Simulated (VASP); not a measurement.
# W (Fd-3m) in VASP: notebook

The runs below take W through single point, with PBE.

Everything below comes from runs of VASP 6.6.1. Logs are shortened: lines on timing, memory, paths and dates and some standing lists are left out, and cuts for length are marked.

## Step 1: The cell of the first run

The structure is cubic, space group Fd-3m (No. 227). Conventional cell: a = 4.517 Å, b = 4.517 Å, c = 4.517 Å, α = 90.00°, β = 90.00°, γ = 90.00°. W (site symmetry -43m) has 4 W at 1.96 Å within 2.6 Å.

## Step 2: Single point, PBE

Input file INCAR:

```
SYSTEM = W
PREC = Accurate ; ENCUT = 520
EDIFF = 1E-6 ; ISMEAR = -1
SIGMA = 0.05 ; LREAL = .FALSE.
LASPH = .TRUE. ; NELM = 80
ALGO = Normal ; ISIF = 2
LWAVE = .FALSE. ; LCHARG = .FALSE.
GGA = PE ; NBANDS = 21
```

Input file KPOINTS:

```
regular mesh
0
G
  15 15 15
  0 0 0
```

Input file POSCAR:

```
W
1.0
    0.0000000000      2.2582868737      2.2582868737
    2.2582868737      0.0000000000      2.2582868737
    2.2582868737      2.2582868737      0.0000000000
W
2
Direct
   -0.1250000000     -0.1250000000     -0.1250000000
    0.1250000000      0.1250000000      0.1250000000
```

Potentials or basis: VASP PAW PBE potentials, release 64 (W_sv).

Started as:

```sh
$ cat potpaw_PBE.64/W_sv/POTCAR > POTCAR
$ mpirun -np 1 vasp_std > vasp.out
```

OUTCAR:

```text
SYSTEM = W
   PREC = Accurate
   ENCUT = 520
   EDIFF = 1E-6
   ISMEAR = -1
   LREAL = .FALSE.
   LASPH = .TRUE.
   NELM = 80
   ISIF = 2
   GGA = PE

 ion  position               nearest neighbor table
   1  0.875  0.875  0.875-   2 1.96   2 1.96   2 1.96   2 1.96
   2  0.125  0.125  0.125-   1 1.96   1 1.96   1 1.96   1 1.96

  LATTYP: Found a face centered cubic cell.
 ALAT       =     4.5165737474

  Lattice vectors:

 A1 = (   0.0000000000,   2.2582868737,   2.2582868737)
 A2 = (   2.2582868737,   0.0000000000,   2.2582868737)
 A3 = (   2.2582868737,   2.2582868737,   0.0000000000)

Analysis of symmetry for initial positions (statically):
=====================================================================
 Subroutine PRICEL returns:
 Original cell was already a primitive cell.

 Routine SETGRP: Setting up the symmetry group for a
 face centered cubic supercell.

 Subroutine GETGRP returns: Found 48 space group operations
 (whereof 12 operations were pure point group operations)
 out of a pool of 48 trial point group operations.

The static configuration has the point symmetry D_3d.
 The point group associated with its full space group is O_h .

Analysis of symmetry for dynamics (positions and initial velocities):
=====================================================================
 Subroutine PRICEL returns:
 Original cell was already a primitive cell.

 Routine SETGRP: Setting up the symmetry group for a
 face centered cubic supercell.

 Subroutine GETGRP returns: Found 48 space group operations
 (whereof 12 operations were pure point group operations)
 out of a pool of 48 trial point group operations.

The dynamic configuration has the point symmetry D_3d.
 The point group associated with its full space group is O_h .

 Subroutine INISYM returns: Found 48 space group operations
 (whereof 12 operations are pure point group operations),
 and found     1 'primitive' translations

----------------------------------------------------------------------------------------

                                     Primitive cell

  volume of cell :      23.0339

  direct lattice vectors                    reciprocal lattice vectors
     0.000000000  2.258286874  2.258286874    -0.221406769  0.221406769  0.221406769
     2.258286874  0.000000000  2.258286874     0.221406769 -0.221406769  0.221406769
     2.258286874  2.258286874  0.000000000     0.221406769  0.221406769 -0.221406769

  length of vectors
[... 78 lines left out ...]
   LSORBIT =      F    spin-orbit coupling
   LASPH  =      T    aspherical Exc in radial PAW
   ENCUT  =  520.0 eV  38.22 Ry    6.18 a.u.   5.94  5.94  5.94*2*pi/ulx,y,z
   NELM   =     80;   NELMIN=  2; NELMDL= -5     # of ELM steps
   EDIFF  = 0.1E-05   stopping-criterion for ELM
   LREAL  =      F    real-space projection
   EDIFFG = 0.1E-04   stopping-criterion for IOM
   NSW    =      0    number of steps for IOM
   IBRION =     -1    ionic relax: 0-MD 1-quasi-New 2-CG
   NFREE  =      0    steps in history (QN), initial steepest desc. (CG)
   ISIF   =      2    stress and relaxation
   ISYM   =      2    0-nonsym 1-usesym 2-fastsym
   POTIM  = 0.5000    time-step for ionic-motion
   TEBEG  =    0.0;   TEEND  =   0.0 temperature during run
   PSTRESS=    0.0 pullay stress
   NELECT =      28.0000    total number of electrons
   NUPDOWN=      -1.0000    fix difference up-down
   EMIN   =  10.00;   EMAX   =-10.00  energy-range for DOS
   EFERMI =   0.00;   METHOD = LEGACY
   ISMEAR =    -1;   SIGMA  =   0.05  broadening in eV -4-tet -1-fermi 0-gaus
   EFERMI_NEDOS =   21; number of points for ismear=-14 and -15
   IALGO  =     38    algorithm
   IMIX   =      4    mixing-type and parameters
     AMIX     =   0.40;   BMIX     =  1.00
     AMIX_MAG =   1.60;   BMIX_MAG =  1.00
  volume/ion in A,a.u.               =      11.52        77.72
  Fermi-wavevector in a.u.,A,eV,Ry     =   1.747183  3.301697 41.533804  3.052648
  Thomas-Fermi vector in A             =   2.818533
   LORBIT       =      0    0 simple, 1 ext, 2 COOP (PROOUT), +10 PAW based schemes
   GGA     = PE    functional components
   LHFCALC =     F    Hartree Fock is set to
   AEXX    =    0.0000 exact exchange contribution
   IVDW    =     0    specifies the selected vdW correction
   LEPSILON=     F    determine dielectric tensor
   LRPA    =     F    only Hartree local field effects (RPA)
 non-spin polarized calculation
  energy-cutoff  :      520.00
  volume of cell :       23.03
 maximum number of plane-waves:       635
   NGX = 11   NGY = 11   NGZ = 11

 number of electron      27.9999995 magnetization

 Free energy of the ion-electron system (eV)
  ---------------------------------------------------
  ext. energy  EPLUGINS =         0.00000000
  ---------------------------------------------------
  free energy    TOTEN  =        -1.35805246 eV

  energy without entropy =       -1.34982152  energy(sigma->0) =       -1.35393699

 E-fermi :  16.2689     XC(G=0): -15.0365

 val. band max:       16.2607434731   @ k =  -0.1333   0.2000   0.0667
 cond. band min:      16.2757742742   @ k =  -0.1333   0.2000   0.0667
 fundamental gap:      0.0150308012
 Fermi energy:        16.2689329852

 k-point     1 :       0.0000    0.0000    0.0000
  band No.  band energies     occupation
      1     -59.7926      2.00000
      2     -55.7255      2.00000
      3     -25.4438      2.00000
      4     -25.4438      2.00000
      5     -25.4438      2.00000
      6     -20.5212      2.00000
[... 565 lines left out ...]
     20      28.1751      0.00000
     21      32.2605      0.00000

 [... further k-points ...]

------------------------ aborting loop because EDIFF is reached ----------------------------------------

  FORCE on cell =-STRESS in cart. coord.  units (eV):
  Direction    XX          YY          ZZ          XY          YZ          ZX
  --------------------------------------------------------------------------------------
  -------------------------------------------------------------------------------------
  Total       64.6407542     64.6407542     64.6407542     -0.0000000     -0.0000000     -0.0000000
  in kB     4496.2419247   4496.2419247   4496.2419247     -0.0000000     -0.0000000     -0.0000000
  external PRESSURE =    4496.2419247 kB  Pullay stress =       0.0000000 kB

 VOLUME and BASIS-vectors are now :
 -----------------------------------------------------------------------------
  energy-cutoff  :      520.00
  volume of cell :       23.03
      direct lattice vectors                 reciprocal lattice vectors
     0.000000000  2.258286874  2.258286874    -0.221406769  0.221406769  0.221406769
     2.258286874  0.000000000  2.258286874     0.221406769 -0.221406769  0.221406769
     2.258286874  2.258286874  0.000000000     0.221406769  0.221406769 -0.221406769

 POSITION                                       TOTAL-FORCE (eV/Angst)
 -----------------------------------------------------------------------------------
      3.95200      3.95200      3.95200        -0.000000     -0.000000     -0.000000
      0.56457      0.56457      0.56457         0.000000      0.000000      0.000000
 -----------------------------------------------------------------------------------
    total drift:                                0.000000      0.000000      0.000000

  FREE ENERGIE OF THE ION-ELECTRON SYSTEM (eV)
  ---------------------------------------------------
  free  energy   TOTEN  =        -1.3580524554 eV

  energy  without entropy=       -1.3498215220  energy(sigma->0) =       -1.35393699
```

Wall time 16 s (1 thread of Intel Xeon 6975P-C (Granite Rapids), shared host); peak memory 0.17 GiB.

Results:

```yaml
Free_energy: -1.3581 eV
Pressure: 449.6 GPa
Band_gap_on_the_k_mesh: zero (band 14 reaches 16.78 eV, above the bottom of band 15 at 15.08 eV)
```

Levels at points of the mesh, in eV from the Fermi level:
| k point | band 11 | band 12 | band 13 | band 14 | band 15 | band 16 | band 17 | band 18 |
| --- | --- | --- | --- | --- | --- | --- | --- | --- |
| (0.00, 0.00, 0.00) | -7.25 | -2.80 | -2.80 | -2.80 | 3.25 | 3.25 | 3.25 | 11.31 |

Caveat: spin-orbit coupling is left out, which moves the levels of the heavy elements.

## Step 3: Single point, PBE

Input file INCAR:

```
  PREC = Accurate
  ENCUT = 520
  EDIFF = 1E-7
  ISMEAR = -1
  SIGMA = 0.05
  LREAL = False
  LASPH = True
  NELM = 80
  ALGO = Normal
  ISIF = 2
  LWAVE = False
  LCHARG = True
  GGA = PE
  LELF = True
  LVHAR = True
  NBANDS = 21
```

Input file KPOINTS:

```
regular mesh
0
Gamma
  15 15 15
```

Input file POSCAR:

```
W
1.0
    0.0000000000      2.2586950328      2.2586950328
    2.2586950328      0.0000000000      2.2586950328
    2.2586950328      2.2586950328      0.0000000000
W
2
Direct
   -0.1250000000     -0.1250000000     -0.1250000000
    0.1250000000      0.1250000000      0.1250000000
```

Potentials or basis: VASP PAW PBE potentials, release 64 (W_sv).

Started as:

```sh
$ cat potpaw_PBE.64/W_sv/POTCAR > POTCAR
$ mpirun -np 1 vasp_std > vasp.out
```

Wall time 18 s (1 thread of Intel Xeon 6975P-C (Granite Rapids), shared host); peak memory 0.17 GiB.

It converged, with:

| Quantity | Value |
| --- | --- |
| Free energy | -1.3931 eV |
| Pressure | 448.8 GPa |
| Band gap on the k mesh | zero (band 14 reaches 16.77 eV, above the bottom of band 15 at 15.07 eV) |

Levels at points of the mesh, in eV from the Fermi level:
| k point | band 12 | band 13 | band 14 | band 15 | band 16 | band 17 |
| --- | --- | --- | --- | --- | --- | --- |
| (0.00, 0.00, 0.00) | -2.80 | -2.80 | -2.80 | 3.25 | 3.25 | 3.25 |

Caveat: spin-orbit coupling is left out, which moves the levels of the heavy elements.

(Continued in part 2 of 2.)
